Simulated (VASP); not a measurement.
# Be2C (Fm-3m) in VASP: a series of runs

Aim: see how the results for Be2C move with the level of theory and the settings. Levels: PBE, PBE-based screened hybrid with 10 % exact exchange. Tasks: single point.

Everything below comes from runs of VASP 6.6.1. Logs are shortened: lines on timing, memory, paths and dates and some standing lists are left out, and cuts for length are marked.

## (1) The cell of the first run

The structure is cubic, space group Fm-3m (No. 225). Conventional cell: a = 4.330 Å, b = 4.330 Å, c = 4.330 Å, α = 90.00°, β = 90.00°, γ = 90.00°. Within 2.5 Å of Be (site symmetry -43m) lie 4 C at 1.87 Å and 6 Be at 2.17 Å. C (site symmetry m-3m) has 8 Be at 1.87 Å within 2.5 Å.

## (2) Single point, PBE

INCAR

```
ALGO = Normal
EDIFF = 1E-6
ENCUT = 600
GGA = PE
GGA_COMPAT = False
ISIF = 2
ISMEAR = 0
LASPH = True
LCHARG = False
LREAL = False
LWAVE = False
NBANDS = 11
NELM = 120
PREC = Accurate
SIGMA = 0.05
```

KPOINTS

```
k-points
0
Gamma
  6 6 6
```

POSCAR

```
Be2C
1.0
    0.0000000000      2.1650005600      2.1650005600
    2.1650005600      0.0000000000      2.1650005600
    2.1650005600      2.1650005600      0.0000000000
Be C
2 1
Direct
    0.2500000000      0.2500000000      0.2500000000
    0.7500000000      0.7500000000      0.7500000000
    0.0000000000      0.0000000000      0.0000000000
```

Potentials or basis: VASP PAW PBE potentials, release 64 (Be, C).

On the command line:

```
> cat potpaw_PBE.64/Be/POTCAR potpaw_PBE.64/C/POTCAR > POTCAR
> mpirun -np 1 vasp_std > vasp.out
```

OUTCAR:

```text
EDIFF = 1E-6
   ENCUT = 600
   GGA = PE
   ISIF = 2
   ISMEAR = 0
   LASPH = True
   LREAL = False
   NELM = 120
   PREC = Accurate

 ion  position               nearest neighbor table
   1  0.250  0.250  0.250-   3 1.87   3 1.87   3 1.87   3 1.87   2 2.17   2 2.17   2 2.17   2 2.17
                             2 2.17   2 2.17
   2  0.750  0.750  0.750-   3 1.87   3 1.87   3 1.87   3 1.87   1 2.17   1 2.17   1 2.17   1 2.17
                             1 2.17   1 2.17
   3  0.000  0.000  0.000-   2 1.87   2 1.87   2 1.87   1 1.87   2 1.87   1 1.87   1 1.87   1 1.87

  LATTYP: Found a face centered cubic cell.
 ALAT       =     4.3300011200

  Lattice vectors:

 A1 = (   0.0000000000,   2.1650005600,   2.1650005600)
 A2 = (   2.1650005600,   0.0000000000,   2.1650005600)
 A3 = (   2.1650005600,   2.1650005600,   0.0000000000)

Analysis of symmetry for initial positions (statically):
=====================================================================
 Subroutine PRICEL returns:
 Original cell was already a primitive cell.

 Routine SETGRP: Setting up the symmetry group for a
 face centered cubic supercell.

 Subroutine GETGRP returns: Found 48 space group operations
 (whereof 48 operations were pure point group operations)
 out of a pool of 48 trial point group operations.

The static configuration has the point symmetry O_h .

Analysis of symmetry for dynamics (positions and initial velocities):
=====================================================================
 Subroutine PRICEL returns:
 Original cell was already a primitive cell.

 Routine SETGRP: Setting up the symmetry group for a
 face centered cubic supercell.

 Subroutine GETGRP returns: Found 48 space group operations
 (whereof 48 operations were pure point group operations)
 out of a pool of 48 trial point group operations.

The dynamic configuration has the point symmetry O_h .

 Subroutine INISYM returns: Found 48 space group operations
 (whereof 48 operations are pure point group operations),
 and found     1 'primitive' translations

----------------------------------------------------------------------------------------

                                     Primitive cell

  volume of cell :      20.2957

  direct lattice vectors                    reciprocal lattice vectors
     0.000000000  2.165000560  2.165000560    -0.230946822  0.230946822  0.230946822
     2.165000560  0.000000000  2.165000560     0.230946822 -0.230946822  0.230946822
     2.165000560  2.165000560  0.000000000     0.230946822  0.230946822 -0.230946822

  length of vectors
     3.061773154  3.061773154  3.061773154     0.400011630  0.400011630  0.400011630

  position of ions in fractional coordinates (direct lattice)
     0.250000000  0.250000000  0.250000000
     0.750000000  0.750000000  0.750000000
     0.000000000  0.000000000  0.000000000

  ion indices of the primitive-cell ions
   primitive index   ion index
                 1           1
                 2           2
                 3           3

----------------------------------------------------------------------------------------

 KPOINTS: k-points

Automatic generation of k-mesh.
 Grid dimensions read from file:
 generate k-points for:    6    6    6

 Generating k-lattice:

  Cartesian coordinates                     Fractional coordinates (reciprocal lattice)
    -0.038491137  0.038491137  0.038491137     0.166666667  0.000000000  0.000000000
     0.038491137 -0.038491137  0.038491137     0.000000000  0.166666667  0.000000000
     0.038491137  0.038491137 -0.038491137     0.000000000  0.000000000  0.166666667

  Length of vectors
     0.066668605  0.066668605  0.066668605

  Shift w.r.t. Gamma in fractional coordinates (k-lattice)
     0.000000000  0.000000000  0.000000000

 Subroutine IBZKPT returns following result:
 ===========================================

 Found     16 irreducible k-points:

 Following reciprocal coordinates:
            Coordinates               Weight
  0.000000  0.000000  0.000000      1.000000
  0.166667  0.000000  0.000000      8.000000
  0.333333  0.000000  0.000000      8.000000
  0.500000  0.000000  0.000000      4.000000
  0.166667  0.166667  0.000000      6.000000
  0.333333  0.166667  0.000000     24.000000
[... 8 lines left out ...]
 -0.333333  0.333333  0.166667     24.000000
 -0.333333  0.500000  0.166667     12.000000
   k-points           NKPTS =     16   k-points in BZ     NKDIM =     16   number of bands    NBANDS=     11
   number of dos      NEDOS =    301   number of ions     NIONS =      3
   total plane-waves  NPLWV =  13824
   dimension x,y,z NGX =    24 NGY =   24 NGZ =   24
   dimension x,y,z NGXF=    48 NGYF=   48 NGZF=   48
   ions per type =               2   1
   NGX,Y,Z   is equivalent  to a cutoff of  13.03, 13.03, 13.03 a.u.
   NGXF,Y,Z  is equivalent  to a cutoff of  26.06, 26.06, 26.06 a.u.
 SYSTEM =  unknown system
   PREC   = accura    normal or accurate (medium, high low for compatibility)
   ISTART =      0    job   : 0-new  1-cont  2-samecut
   ICHARG =      2    charge: 1-file 2-atom 10-const
   ISPIN  =      1    spin polarized calculation?
   LNONCOLLINEAR =      F non collinear calculations
   LSORBIT =      F    spin-orbit coupling
   LASPH  =      T    aspherical Exc in radial PAW
   ENCUT  =  600.0 eV  44.10 Ry    6.64 a.u.   6.12  6.12  6.12*2*pi/ulx,y,z
   NELM   =    120;   NELMIN=  2; NELMDL= -5     # of ELM steps
   EDIFF  = 0.1E-05   stopping-criterion for ELM
   LREAL  =      F    real-space projection
   EDIFFG = 0.1E-04   stopping-criterion for IOM
   NSW    =      0    number of steps for IOM
   IBRION =     -1    ionic relax: 0-MD 1-quasi-New 2-CG
   NFREE  =      0    steps in history (QN), initial steepest desc. (CG)
   ISIF   =      2    stress and relaxation
   ISYM   =      2    0-nonsym 1-usesym 2-fastsym
   POTIM  = 0.5000    time-step for ionic-motion
   TEBEG  =    0.0;   TEEND  =   0.0 temperature during run
   PSTRESS=    0.0 pullay stress
   NELECT =       8.0000    total number of electrons
   NUPDOWN=      -1.0000    fix difference up-down
   EMIN   =  10.00;   EMAX   =-10.00  energy-range for DOS
   EFERMI =   0.00;   METHOD = LEGACY
   ISMEAR =     0;   SIGMA  =   0.05  broadening in eV -4-tet -1-fermi 0-gaus
   EFERMI_NEDOS =   21; number of points for ismear=-14 and -15
   IALGO  =     38    algorithm
   IMIX   =      4    mixing-type and parameters
     AMIX     =   0.40;   BMIX     =  1.00
     AMIX_MAG =   1.60;   BMIX_MAG =  1.00
  volume/ion in A,a.u.               =       6.77        45.65
  Fermi-wavevector in a.u.,A,eV,Ry     =   1.200338  2.268310 19.603421  1.440811
  Thomas-Fermi vector in A             =   2.336176
   LORBIT       =      0    0 simple, 1 ext, 2 COOP (PROOUT), +10 PAW based schemes
   GGA     = PE    functional components
   LHFCALC =     F    Hartree Fock is set to
   AEXX    =    0.0000 exact exchange contribution
   IVDW    =     0    specifies the selected vdW correction
   LEPSILON=     F    determine dielectric tensor
   LRPA    =     F    only Hartree local field effects (RPA)
 non-spin polarized calculation
 Gauss-broadening in eV      SIGMA  =   0.05
  energy-cutoff  :      600.00
  volume of cell :       20.30
 maximum number of plane-waves:       700
   NGX = 13   NGY = 13   NGZ = 13

 number of electron       8.0000000 magnetization

 Free energy of the ion-electron system (eV)
  ---------------------------------------------------
  ext. energy  EPLUGINS =         0.00000000
  ---------------------------------------------------
  free energy    TOTEN  =       -17.45107831 eV

  energy without entropy =      -17.45107831  energy(sigma->0) =      -17.45107831

 E-fermi :   8.0384     XC(G=0): -11.4357

 val. band max:        7.7268796767   @ k =   0.0000   0.0000   0.0000
 cond. band min:       8.8816952338   @ k =   0.5000   0.5000   0.0000
 fundamental gap:      1.1548155571
 Fermi energy:         8.0384014937

 k-point     1 :       0.0000    0.0000    0.0000
  band No.  band energies     occupation
      1      -7.3104      2.00000
      2       7.7269      2.00000
      3       7.7269      2.00000
      4       7.7269      2.00000
      5      11.8508      0.00000
      6      11.8508      0.00000
      7      11.8508      0.00000
      8      14.4702      0.00000
      9      20.8880      0.00000
     10      20.8880      0.00000
     11      20.8880      0.00000

 k-point     2 :       0.1667    0.0000    0.0000
  band No.  band energies     occupation
      1      -6.8696      2.00000
      2       4.8690      2.00000
      3       7.0353      2.00000
      4       7.0353      2.00000
      5      12.8214      0.00000
      6      12.8214      0.00000
      7      13.3257      0.00000
      8      15.4876      0.00000
      9      19.0917      0.00000
     10      19.0917      0.00000
     11      21.9219      0.00000

 k-point     3 :       0.3333    0.0000    0.0000
  band No.  band energies     occupation
      1      -5.6218      2.00000
      2       1.0899      2.00000
      3       6.1953      2.00000
      4       6.1953      2.00000
      5      13.0983      0.00000
      6      13.0983      0.00000
      7      14.3211      0.00000
      8      16.9930      0.00000
      9      19.9818      0.00000
     10      19.9818      0.00000
     11      23.9134      0.00000

 k-point     4 :       0.5000    0.0000    0.0000
  band No.  band energies     occupation
      1      -4.4462      2.00000
      2      -0.9960      2.00000
      3       5.8973      2.00000
      4       5.8973      2.00000
      5      12.7280      0.00000
      6      12.7280      0.00000
      7      14.7264      0.00000
      8      17.5386      0.00000
      9      22.2230      0.00000
     10      22.2230      0.00000
     11      24.8059      0.00000

 k-point     5 :       0.1667    0.1667    0.0000
  band No.  band energies     occupation
      1      -6.7258      2.00000
      2       5.7783      2.00000
      3       5.7783      2.00000
      4       6.0518      2.00000
      5      12.2298      0.00000
      6      13.8319      0.00000
      7      14.3560      0.00000
      8      14.3560      0.00000
      9      18.3719      0.00000
     10      22.4810      0.00000
     11      22.4810      0.00000
[... 99 lines left out ...]
 k-point    13 :       0.5000    0.5000    0.0000
  band No.  band energies     occupation
      1      -3.6965      2.00000
      2       0.9531      2.00000
      3       3.0005      2.00000
      4       3.0005      2.00000
      5       8.8817      0.00000
      6      13.4462      0.00000
      7      20.9689      0.00000
      8      20.9689      0.00000
      9      23.0205      0.00000
     10      23.8765      0.00000
     11      23.8765      0.00000

 k-point    14 :       0.5000    0.3333    0.1667
  band No.  band energies     occupation
      1      -4.6395      2.00000
      2       1.4092      2.00000
      3       2.9678      2.00000
      4       4.3620      2.00000
      5      12.6994      0.00000
      6      14.7926      0.00000
      7      15.2506      0.00000
      8      18.5756      0.00000
      9      20.2680      0.00000
     10      22.7629      0.00000
     11      25.3334      0.00000

 k-point    15 :      -0.3333    0.3333    0.1667
  band No.  band energies     occupation
      1      -3.7124      2.00000
      2       0.2089      2.00000
      3       2.6995      2.00000
      4       3.4374      2.00000
      5      13.1011      0.00000
      6      14.8847      0.00000
      7      17.9456      0.00000
      8      18.5625      0.00000
      9      19.5252      0.00000
     10      21.6955      0.00000
     11      25.5402      0.00000

 k-point    16 :      -0.3333    0.5000    0.1667
  band No.  band energies     occupation
      1      -3.4620      2.00000
      2       1.3620      2.00000
      3       1.8020      2.00000
      4       2.3570      2.00000
      5      11.7429      0.00000
      6      15.2690      0.00000
      7      17.6832      0.00000
      8      19.6240      0.00000
      9      21.5125      0.00000
     10      22.8002      0.00000
     11      24.4605      0.00000

------------------------ aborting loop because EDIFF is reached ----------------------------------------

  FORCE on cell =-STRESS in cart. coord.  units (eV):
  Direction    XX          YY          ZZ          XY          YZ          ZX
  --------------------------------------------------------------------------------------
  -------------------------------------------------------------------------------------
  Total        0.0020223      0.0020223      0.0020223      0.0000000     -0.0000000      0.0000000
  in kB        0.1596453      0.1596453      0.1596453      0.0000000     -0.0000000      0.0000000
  external PRESSURE =       0.1596453 kB  Pullay stress =       0.0000000 kB

 VOLUME and BASIS-vectors are now :
 -----------------------------------------------------------------------------
  energy-cutoff  :      600.00
  volume of cell :       20.30
      direct lattice vectors                 reciprocal lattice vectors
     0.000000000  2.165000560  2.165000560    -0.230946822  0.230946822  0.230946822
     2.165000560  0.000000000  2.165000560     0.230946822 -0.230946822  0.230946822
     2.165000560  2.165000560  0.000000000     0.230946822  0.230946822 -0.230946822

 POSITION                                       TOTAL-FORCE (eV/Angst)
 -----------------------------------------------------------------------------------
      1.08250      1.08250      1.08250         0.000000     -0.000000     -0.000000
      3.24750      3.24750      3.24750         0.000000      0.000000      0.000000
      0.00000      0.00000      0.00000        -0.000000     -0.000000     -0.000000
 -----------------------------------------------------------------------------------
    total drift:                               -0.000000     -0.000000      0.000000

  FREE ENERGIE OF THE ION-ELECTRON SYSTEM (eV)
  ---------------------------------------------------
  free  energy   TOTEN  =       -17.4510783126 eV

  energy  without entropy=      -17.4510783126  energy(sigma->0) =      -17.45107831
```

Run time: 6.3 s. Hardware: 1 thread of AMD EPYC 7R13, shared host; peak memory 0.13 GiB.

What came out:

```yaml
Free_energy: -17.4511 eV
Pressure: 0.0 GPa
Band_gap_on_the_k_mesh: 1.15 eV (least direct gap 4.12 eV)
```

Levels at points of the mesh, in eV from the valence-band top:
```tsv
k point	band 2	band 3	band 4	band 5	band 6	band 7
(0.00, 0.00, 0.00)	0.00	0.00	0.00	4.12	4.12	4.12
(0.50, 0.00, 0.00)	-8.72	-1.83	-1.83	5.00	5.00	7.00
(0.50, 0.50, 0.00)	-6.77	-4.73	-4.73	1.15	5.72	13.24
```

A k mesh can miss the band edges.

## (3) Single point, PBE-based screened hybrid with 10 % exact exchange

POSCAR is that of step 2.

INCAR.step1

```
SYSTEM = Be2C
ALGO = Normal ; EDIFF = 1E-5
ENCUT = 520 ; GGA = PE
GGA_COMPAT = .False. ; ISIF = 2
ISMEAR = 0 ; LASPH = .True.
LCHARG = .False. ; LREAL = .False.
LWAVE = .True. ; NBANDS = 11
NELM = 120 ; PREC = Accurate
SIGMA = 0.05
```

INCAR.step2

```
SYSTEM = Be2C
AEXX = 0.1 ; ALGO = Normal
EDIFF = 1E-6 ; ENCUT = 520
GGA = PE ; GGA_COMPAT = .False.
HFSCREEN = 0.20787 ; ISIF = 2
ISMEAR = 0 ; ISTART = 1
LASPH = .True. ; LCHARG = .False.
LHFCALC = .True. ; LREAL = .False.
LWAVE = .False. ; NBANDS = 11
NELM = 120 ; PREC = Accurate
PRECFOCK = Normal ; SIGMA = 0.05
```

KPOINTS

```
k-points
0
Gamma
  6 6 6
  0 0 0
```

Potentials or basis: VASP PAW PBE potentials, release 64 (Be, C).

On the command line:

```
> cat potpaw_PBE.64/Be/POTCAR potpaw_PBE.64/C/POTCAR > POTCAR
> cp INCAR.step1 INCAR
> mpirun -np 1 vasp_std > vasp.out
> cp INCAR.step2 INCAR
> mpirun -np 1 vasp_std > vasp.out
```

OUTCAR:

```text
SYSTEM = Be2C
   AEXX = 0.1
   EDIFF = 1E-6
   ENCUT = 520
   GGA = PE
   HFSCREEN = 0.20787
   ISIF = 2
   ISMEAR = 0
   ISTART = 1
   LASPH = .True.
   LHFCALC = .True.
   LREAL = .False.
   NELM = 120
   PREC = Accurate
   PRECFOCK = Normal

 ion  position               nearest neighbor table
   1  0.250  0.250  0.250-   3 1.87   3 1.87   3 1.87   3 1.87   2 2.17   2 2.17   2 2.17   2 2.17
                             2 2.17   2 2.17
   2  0.750  0.750  0.750-   3 1.87   3 1.87   3 1.87   3 1.87   1 2.17   1 2.17   1 2.17   1 2.17
                             1 2.17   1 2.17
   3  0.000  0.000  0.000-   2 1.87   2 1.87   2 1.87   1 1.87   2 1.87   1 1.87   1 1.87   1 1.87

  LATTYP: Found a face centered cubic cell.
 ALAT       =     4.3300011200

  Lattice vectors:

 A1 = (   0.0000000000,   2.1650005600,   2.1650005600)
 A2 = (   2.1650005600,   0.0000000000,   2.1650005600)
 A3 = (   2.1650005600,   2.1650005600,   0.0000000000)

Analysis of symmetry for initial positions (statically):
=====================================================================
 Subroutine PRICEL returns:
[... 183 lines left out ...]
      3       7.5445      2.00000
      4       7.5445      2.00000
      5      12.0562      0.00000
      6      12.0562      0.00000
      7      12.0562      0.00000
      8      14.7801      0.00000
      9      21.2888      0.00000
     10      21.2888      0.00000
     11      21.2888      0.00000
[... 197 lines left out ...]
 k-point    16 :      -0.3333    0.5000    0.1667
  band No.  band energies     occupation
      1      -4.1567      2.00000
      2       0.8899      2.00000
      3       1.4061      2.00000
      4       1.9465      2.00000
      5      11.9269      0.00000
      6      15.5444      0.00000
      7      18.0816      0.00000
      8      20.0231      0.00000
      9      22.0606      0.00000
     10      23.3750      0.00000
     11      24.9544      0.00000

------------------------ aborting loop because EDIFF is reached ----------------------------------------

  FORCE on cell =-STRESS in cart. coord.  units (eV):
  Direction    XX          YY          ZZ          XY          YZ          ZX
  --------------------------------------------------------------------------------------
  -------------------------------------------------------------------------------------
  Total       -0.1538108     -0.1538108     -0.1538108     -0.0000000      0.0000000      0.0000000
  in kB      -12.1420882    -12.1420882    -12.1420882     -0.0000000      0.0000000      0.0000000
  external PRESSURE =     -12.1420882 kB  Pullay stress =       0.0000000 kB

 VOLUME and BASIS-vectors are now :
 -----------------------------------------------------------------------------
  energy-cutoff  :      520.00
  volume of cell :       20.30
      direct lattice vectors                 reciprocal lattice vectors
     0.000000000  2.165000560  2.165000560    -0.230946822  0.230946822  0.230946822
     2.165000560  0.000000000  2.165000560     0.230946822 -0.230946822  0.230946822
     2.165000560  2.165000560  0.000000000     0.230946822  0.230946822 -0.230946822

 POSITION                                       TOTAL-FORCE (eV/Angst)
 -----------------------------------------------------------------------------------
      1.08250      1.08250      1.08250        -0.000000     -0.000000     -0.000000
      3.24750      3.24750      3.24750         0.000000      0.000000      0.000000
      0.00000      0.00000      0.00000        -0.000000     -0.000000     -0.000000
 -----------------------------------------------------------------------------------
    total drift:                               -0.000000      0.000000     -0.000000

  FREE ENERGIE OF THE ION-ELECTRON SYSTEM (eV)
  ---------------------------------------------------
  free  energy   TOTEN  =       -18.0926236865 eV

  energy  without entropy=      -18.0926236865  energy(sigma->0) =      -18.09262369
```

Run time: 9.9 min. Hardware: 1 thread of AMD EPYC 7R13, shared host; peak memory 0.24 GiB.

What came out:

| Quantity | Value |
| --- | --- |
| Free energy | -18.0926 eV |
| Pressure | -1.2 GPa |
| Band gap on the k mesh | 1.44 eV (least direct gap 4.51 eV) |

Caveat: the PAW data sets were made with another functional, which shifts forces and pressure a little.
